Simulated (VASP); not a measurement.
# SnSe (wurtzite type) (P6_3mc) in VASP: relaxation of cell and atoms with PBE

Aim: the relaxation of cell and atoms of SnSe (wurtzite type) with PBE.

All numbers are computed with VASP 6.6.1; they aren't measurements. Logs are shortened: lines on timing, memory, paths and dates and some standing lists are left out, and cuts for length are marked.

## 1. The cell of the first run

The structure is hexagonal, space group P6_3mc (No. 186). Conventional cell: a = 3.870 Å, b = 3.870 Å, c = 6.308 Å, α = 90.00°, β = 90.00°, γ = 120.00°. Within 3.1 Å of Sn (site symmetry 3m) lie 4 Se at 2.37 Å. Se (site symmetry 3m) has 4 Sn at 2.37 Å within 3.1 Å.

## 2. Relaxation of cell and atoms, PBE, target pressure 44 GPa, at which the enthalpy is minimised

Input file INCAR:

```
ALGO = Normal
EDIFF = 1E-6
EDIFFG = -0.005
ENCUT = 600
GGA = PE
IBRION = 2
ISIF = 3
ISMEAR = -1
LASPH = T
LCHARG = F
LREAL = F
LWAVE = F
NELM = 100
NSW = 60
PREC = Accurate
PSTRESS = 440.0
SIGMA = 0.1
```

Input file KPOINTS:

```
k-points
0
Gamma
  10 10 5
```

Input file POSCAR:

```
SnSe
1.0
    3.8700932935      0.0000000000      0.0000000000
   -1.9350466467      3.3515991072      0.0000000000
    0.0000000000      0.0000000000      6.3082520684
Sn Se
2 2
Direct
    0.3333333333      0.6666666667      0.0000000000
    0.6666666667      0.3333333333      0.5000000000
    0.3333333333      0.6666666667      0.3760000000
    0.6666666667      0.3333333333      0.8760000000
```

Potentials or basis: VASP PAW PBE potentials, release 64 (Sn_d, Se).

Launch:

```sh
cat potpaw_PBE.64/Sn_d/POTCAR potpaw_PBE.64/Se/POTCAR > POTCAR
mpirun -np 1 vasp_std > vasp.out
```

OUTCAR:

```text
EDIFF = 1E-6
   EDIFFG = -0.005
   ENCUT = 600
   GGA = PE
   IBRION = 2
   ISIF = 3
   ISMEAR = -1
   LASPH = T
   LREAL = F
   NELM = 100
   NSW = 60
   PREC = Accurate
   PSTRESS = 440.0

 ion  position               nearest neighbor table
   1  0.333  0.667  0.000-   4 2.37   4 2.37   4 2.37   3 2.37
   2  0.667  0.333  0.500-   3 2.37   3 2.37   3 2.37   4 2.37
   3  0.333  0.667  0.376-   2 2.37   2 2.37   2 2.37   1 2.37
   4  0.667  0.333  0.876-   1 2.37   1 2.37   1 2.37   2 2.37

  LATTYP: Found a hexagonal cell.
 ALAT       =     3.8700932935
 C/A-ratio  =     1.6300000000

  Lattice vectors:

 A1 = (   3.8700932935,   0.0000000000,   0.0000000000)
 A2 = (  -1.9350466467,   3.3515991072,   0.0000000000)
 A3 = (   0.0000000000,   0.0000000000,   6.3082520684)

Analysis of symmetry for initial positions (statically):
=====================================================================
 Subroutine PRICEL returns:
 Original cell was already a primitive cell.

 Routine SETGRP: Setting up the symmetry group for a
 hexagonal supercell.

 Subroutine GETGRP returns: Found 12 space group operations
 (whereof  6 operations were pure point group operations)
 out of a pool of 24 trial point group operations.

The static configuration has the point symmetry C_3v.
 The point group associated with its full space group is C_6v.

Analysis of symmetry for dynamics (positions and initial velocities):
=====================================================================
 Subroutine PRICEL returns:
 Original cell was already a primitive cell.

 Routine SETGRP: Setting up the symmetry group for a
 hexagonal supercell.

 Subroutine GETGRP returns: Found 12 space group operations
 (whereof  6 operations were pure point group operations)
 out of a pool of 24 trial point group operations.

The dynamic configuration has the point symmetry C_3v.
 The point group associated with its full space group is C_6v.

 Subroutine INISYM returns: Found 12 space group operations
 (whereof  6 operations are pure point group operations),
 and found     1 'primitive' translations

----------------------------------------------------------------------------------------

                                     Primitive cell

  volume of cell :      81.8243

  direct lattice vectors                    reciprocal lattice vectors
     3.870093294  0.000000000  0.000000000     0.258391704  0.149182520  0.000000000
    -1.935046647  3.351599107  0.000000000     0.000000000  0.298365039  0.000000000
     0.000000000  0.000000000  6.308252068     0.000000000  0.000000000  0.158522518

  length of vectors
     3.870093294  3.870093293  6.308252068     0.298365039  0.298365039  0.158522518

[... 67 lines left out ...]
   number of dos      NEDOS =    301   number of ions     NIONS =      4
   total plane-waves  NPLWV =  51200
   dimension x,y,z NGX =    32 NGY =   32 NGZ =   50
   dimension x,y,z NGXF=    64 NGYF=   64 NGZF=  100
   ions per type =               2   2
   NGX,Y,Z   is equivalent  to a cutoff of  13.75, 13.75, 13.18 a.u.
   NGXF,Y,Z  is equivalent  to a cutoff of  27.49, 27.49, 26.35 a.u.
 SYSTEM =  unknown system
   PREC   = accura    normal or accurate (medium, high low for compatibility)
   ISTART =      0    job   : 0-new  1-cont  2-samecut
   ICHARG =      2    charge: 1-file 2-atom 10-const
   ISPIN  =      1    spin polarized calculation?
   LNONCOLLINEAR =      F non collinear calculations
   LSORBIT =      F    spin-orbit coupling
   LASPH  =      T    aspherical Exc in radial PAW
   ENCUT  =  600.0 eV  44.10 Ry    6.64 a.u.   7.73  7.73 12.60*2*pi/ulx,y,z
   NELM   =    100;   NELMIN=  2; NELMDL= -5     # of ELM steps
   EDIFF  = 0.1E-05   stopping-criterion for ELM
   LREAL  =      F    real-space projection
   EDIFFG = -.5E-02   stopping-criterion for IOM
   NSW    =     60    number of steps for IOM
   IBRION =      2    ionic relax: 0-MD 1-quasi-New 2-CG
   NFREE  =      1    steps in history (QN), initial steepest desc. (CG)
   ISIF   =      3    stress and relaxation
   ISYM   =      2    0-nonsym 1-usesym 2-fastsym
   POTIM  = 0.5000    time-step for ionic-motion
   TEBEG  =    0.0;   TEEND  =   0.0 temperature during run
   PSTRESS=  440.0 pullay stress
   NELECT =      40.0000    total number of electrons
   NUPDOWN=      -1.0000    fix difference up-down
   EMIN   =  10.00;   EMAX   =-10.00  energy-range for DOS
   EFERMI =   0.00;   METHOD = LEGACY
   ISMEAR =    -1;   SIGMA  =   0.10  broadening in eV -4-tet -1-fermi 0-gaus
   EFERMI_NEDOS =   21; number of points for ismear=-14 and -15
   IALGO  =     38    algorithm
   IMIX   =      4    mixing-type and parameters
     AMIX     =   0.40;   BMIX     =  1.00
     AMIX_MAG =   1.60;   BMIX_MAG =  1.00
  volume/ion in A,a.u.               =      20.46       138.04
  Fermi-wavevector in a.u.,A,eV,Ry     =   1.289636  2.437060 22.628697  1.663162
  Thomas-Fermi vector in A             =   2.421517
   LORBIT       =      0    0 simple, 1 ext, 2 COOP (PROOUT), +10 PAW based schemes
   GGA     = PE    functional components
   LHFCALC =     F    Hartree Fock is set to
   AEXX    =    0.0000 exact exchange contribution
   IVDW    =     0    specifies the selected vdW correction
   LEPSILON=     F    determine dielectric tensor
   LRPA    =     F    only Hartree local field effects (RPA)
 conjugate gradient relaxation of ions
 non-spin polarized calculation
  energy-cutoff  :      600.00
  volume of cell :       81.82
 maximum number of plane-waves:      2743
 NGX is ok and might be reduce to    32
   NGX = 15   NGY = 15   NGZ = 25

--------------------------------------- Ionic step        1  -------------------------------------------

 number of electron      40.0000012 magnetization

 Free energy of the ion-electron system (eV)
  ---------------------------------------------------
  ext. energy  EPLUGINS =         0.00000000
  ---------------------------------------------------
  free energy    TOTEN  =        -7.02656515 eV

  energy without entropy =       -6.96081171  energy(sigma->0) =       -6.99368843

 E-fermi :  10.3281     XC(G=0): -10.8120

 val. band max:       10.3068054765   @ k =   0.2000   0.2000   0.2000
 cond. band min:      10.3415041526   @ k =   0.3000   0.2000   0.2000
 fundamental gap:      0.0346986762
 Fermi energy:        10.3280866933
[... 2076 lines left out ...]
     23      11.0390      0.00000
     24      11.8960      0.00000

 [... further k-points ...]

[... ionic steps 4 to 46 ...]

--------------------------------------- Ionic step       47  -------------------------------------------

 number of electron      40.0000002 magnetization

------------------------ aborting loop because EDIFF is reached ----------------------------------------
[... 75 lines left out ...]
--------------------------------------- Ionic step       49  -------------------------------------------

 number of electron      40.0000002 magnetization

 Free energy of the ion-electron system (eV)
  ---------------------------------------------------
  ext. energy  EPLUGINS =         0.00000000
  ---------------------------------------------------
  free energy    TOTEN  =       -11.06846244 eV

  energy without entropy =      -10.99254989  energy(sigma->0) =      -11.03050616

 E-fermi :   9.3133     XC(G=0): -10.5520

 val. band max:        9.3100861668   @ k =   0.2000   0.1000   0.0000
 cond. band min:       9.3136979116   @ k =   0.0000   0.0000   0.0000
 fundamental gap:      0.0036117448
 Fermi energy:         9.3133426052
[... 683 lines left out ...]
  energy  without entropy=      -10.9925498852  energy(sigma->0) =      -11.03050616

  enthalpy is  TOTEN    =        12.4037826913 eV   P V=       23.4722451300

 reached required accuracy - stopping structural energy minimisation
```

CONTCAR:

```text
SnSe
   1.00000000000000
     4.3529882554265305    0.0000000434083359    0.0000000000000001
    -2.1764940900643039    3.7697984097551767   -0.0000000000000004
     0.0000000000000001   -0.0000000000000005    5.2084309762903693
  Sn              Se
     2     2
Direct
     0.3333333332999970    0.6666666667000030    0.9379416889186440
     0.6666666667000030    0.3333333332999970    0.4379416889186440
     0.3333333332999970    0.6666666667000030    0.4380583110813538
     0.6666666667000030    0.3333333332999970    0.9380583110813535

  0.00000000E+00  0.00000000E+00  0.00000000E+00
  0.00000000E+00  0.00000000E+00  0.00000000E+00
  0.00000000E+00  0.00000000E+00  0.00000000E+00
  0.00000000E+00  0.00000000E+00  0.00000000E+00
```

It took 21 min on 1 thread of AMD EPYC 9R45 (Zen 5), shared host; peak memory 0.26 GiB.

Results:

```
Free energy                                                : -11.0685 eV
Relaxed volume                                             : 21.37 Å³/atom
Relaxed cell                                               : a = 4.353 Å, b = 4.353 Å, c = 5.208 Å, α = 90.00°, β = 90.00°, γ = 120.00°
Space group after relaxing (to 0.1 Å)                      : P6_3/mmc (No. 194)
Energy change on relaxing (the run minimises the enthalpy) : -1010.5 meV/atom
Ionic steps                                                : 49
Pressure after relaxing                                    : 44.0 GPa
Largest force after relaxing                               : 0.004 eV/Å
Band gap on the k mesh                                     : zero (bands 20 and 21 overlap by 0.61 eV)
```

Forces on the atoms (eV/Å):
```
Sn   0.000  0.000  0.004
Sn   0.000  0.000  0.004
Se   0.000  0.000 -0.004
Se   0.000  0.000 -0.004
```

Step by step:
| step | energy change (eV) | largest force (eV/Å) | pressure (GPa) | volume (Å³) |
| --- | --- | --- | --- | --- |
| 1 | 0.0000 | 0.3208 | 64.19 | 81.82 |
| 3 | -3.2593 | 0.0424 | 42.29 | 91.78 |
| 5 | -2.9724 | 0.0663 | 44.23 | 90.72 |
| 7 | -2.9682 | 0.0119 | 44.21 | 90.70 |
| 9 | -3.0043 | 0.0160 | 44.04 | 90.83 |
| 11 | -3.0090 | 0.0157 | 43.96 | 90.85 |
| 13 | -3.0337 | 0.0676 | 43.83 | 90.94 |
| 15 | -3.1551 | 0.3078 | 43.18 | 91.31 |
| 17 | -3.7753 | 1.2407 | 40.13 | 92.65 |
| 19 | -5.0902 | 3.1905 | 33.03 | 94.80 |
| 21 | -5.2780 | 3.1789 | 33.35 | 94.77 |
| 23 | -5.2639 | 3.1482 | 33.47 | 94.71 |
| 25 | -5.2343 | 3.0522 | 33.76 | 94.35 |
| 27 | -5.0917 | 2.6828 | 35.16 | 92.94 |
| 29 | -4.1260 | 1.4724 | 42.65 | 87.40 |
| 31 | -3.7444 | 1.1310 | 45.46 | 85.70 |
| 33 | -4.0413 | 0.5629 | 44.03 | 85.64 |
| 35 | -4.0556 | 0.4124 | 43.87 | 85.60 |
| 37 | -4.0543 | 0.2786 | 43.80 | 85.58 |
| 39 | -4.0141 | 0.0087 | 44.21 | 85.37 |
| 41 | -4.0539 | 0.0070 | 43.93 | 85.51 |
| 43 | -4.0497 | 0.0072 | 43.98 | 85.50 |
| 45 | -4.0506 | 0.0094 | 43.92 | 85.50 |
| 47 | -4.0401 | 0.0067 | 44.02 | 85.46 |
| 49 | -4.0419 | 0.0041 | 44.02 | 85.47 |

Final structure:
```
CELL_PARAMETERS angstrom
4.35299 0.00000 0.00000
-2.17649 3.76980 0.00000
0.00000 0.00000 5.20843
ATOMIC_POSITIONS crystal
Sn 0.33333 0.66667 0.93794
Sn 0.66667 0.33333 0.43794
Se 0.33333 0.66667 0.43806
Se 0.66667 0.33333 0.93806
```

Caveat: the cell is relaxed towards a set pressure, so the run minimises the enthalpy, not the energy; semilocal functionals underestimate gaps, and a narrow one can read as zero; a cell axis changed by over 15 % at a fixed basis, so the end point is rough; spin-orbit coupling is left out, which moves the levels of the heavy elements.
